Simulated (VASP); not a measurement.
Wanted: the native input for a VASP 6.6.1 run.

```
Task                   : single point
Functional             : PBE
Potentials or basis    : VASP PAW PBE potentials, release 64 (Mg)
Cutoff                 : 600 eV
k mesh                 : 6 × 6 × 6
Occupations            : gaussian, width 0.1 eV
Spin                   : no spin polarisation
Dipole correction      : no
Further INCAR settings : ALGO = Normal; EDIFF = 1e-06; NBANDS = 9
```

The structure of Mg lies in POSCAR:

```
Mg
1.0
    1.6341396844      0.9434709867      5.0347551280
   -1.6341396844      0.9434709867      5.0347551280
    0.0000000000     -1.8869419733      5.0347551280
Mg
2
Direct
    0.2500167802      0.2500167802      0.2500167802
    0.7499832198      0.7499832198      0.7499832198
```

These files were run (other wordings do the same):

INCAR

```
ALGO = Normal
EDIFF = 1E-6
ENCUT = 600
GGA = PE
GGA_COMPAT = False
ISIF = 2
ISMEAR = 0
LASPH = True
LCHARG = False
LREAL = False
LWAVE = False
NBANDS = 9
NELM = 120
PREC = Accurate
SIGMA = 0.1
```

KPOINTS

```
k-points
0
Gamma
  6 6 6
```

Potentials or basis: VASP PAW PBE potentials, release 64 (Mg).

Run with:

```bash
$ cat potpaw_PBE.64/Mg/POTCAR > POTCAR
$ mpirun -np 1 vasp_std > vasp.out
```

Results of the run:

```
Pressure               : -0.2 GPa
Band gap on the k mesh : zero (bands 2 and 3 overlap by 1.31 eV)
```

Caveat: the k points lie up to 0.38 Å⁻¹ apart, too coarse for converged energies and pressures of a metal.

It took 72 s on 1 thread of Intel Xeon 8259CL (shared host), peak memory 0.26 GiB.
